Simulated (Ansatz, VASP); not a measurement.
Two plane-wave programs on Pt

INCAR

```
PREC     = Accurate       # precision mode
ENCUT    = 520            # plane-wave cutoff, eV
EDIFF    = 1E-6           # SCF threshold, eV
ISMEAR   = 0              # smearing method
SIGMA    = 0.1            # smearing width, eV
LREAL    = False          # projectors in reciprocal space
LASPH    = True           # aspherical terms in the spheres
NELM     = 60             # most SCF steps
ALGO     = Normal         # electronic algorithm
ISIF     = 2              # what is computed and relaxed
LWAVE    = False          # write WAVECAR
LCHARG   = True           # write CHGCAR
GGA      = PE             # functional
LELF     = True           # ELF
LVHAR    = True         
NBANDS   = 39             # bands
```

The input KPOINTS:

```
Automatic mesh
0
Gamma
  6 6 4
```

File POSCAR:

```
Pt
1.0
    4.2515056400      0.0000000000      0.0000000000
   -2.1257528200      3.6819118900      0.0000000000
    0.0000000000      0.0000000000      5.7712096200
Pt
6
Direct
    0.0000000000      0.0000000000      0.5000000000
    0.6666666700      0.3333333300      0.7959949400
    0.0000000000      0.0000000000      0.0000000000
    0.6666666700      0.3333333300      0.2040050600
    0.3333333300      0.6666666700      0.2040050600
    0.3333333300      0.6666666700      0.7959949400
```

Input for Ansatz:

```yaml
crystal:
  lattice:
    - [4.25150564, 0.0, 0.0]
    - [-2.12575282, 3.68191189, 0.0]
    - [0.0, 0.0, 5.77120962]
  atoms:
    - { symbol: Pt, position: [0.0, 0.0, 0.5] }
    - { symbol: Pt, position: [0.66666667, 0.33333333, 0.79599494] }
    - { symbol: Pt, position: [0.0, 0.0, 0.0] }
    - { symbol: Pt, position: [0.66666667, 0.33333333, 0.20400506] }
    - { symbol: Pt, position: [0.33333333, 0.66666667, 0.20400506] }
    - { symbol: Pt, position: [0.33333333, 0.66666667, 0.79599494] }
basis:
  ecutwfc: 420
kpoints:
  mp_grid: { grid: [6, 6, 4] }
hamiltonian:
  xc: pbe
scf:
  occupations: { method: gaussian, width: 0.1 }
  lower_state_search: "off"
output:
  forces: true
  stress: true
  eigenvalues: true
```

Alike in both runs: task single point; functional PBE; k mesh 6 × 6 × 4; occupations gaussian, width 0.1 eV; no spin polarisation.

```csv
,VASP,Ansatz
version,VASP 6.6.1,Ansatz 0.2.0
potentials or method,"VASP PAW PBE potentials, release 64 (Pt), cutoff 520 eV","scalar-relativistic, plane waves, PAW"
valence electrons in the cell,60,108
```

Ansatz gave:

| Item | Value |
| --- | --- |
| gap on the k mesh at the Fermi level (eV) | none |
| rms of the force components (eV/Å) | 2.631 |

Problem. What did VASP give for the same quantities?

Solution. gap on the k mesh at the Fermi level (eV): none; rms of the force components (eV/Å): 2.611.

Atom by atom the forces differ by 0.020 eV/Å (rms over components). A gap of «none» marks a metal or a gap that the smearing closes. VASP's potentials hold 60 valence electrons a cell and Ansatz's 108, so a difference there can come from the potentials and not from the codes.

Neither program's run includes spin-orbit coupling.
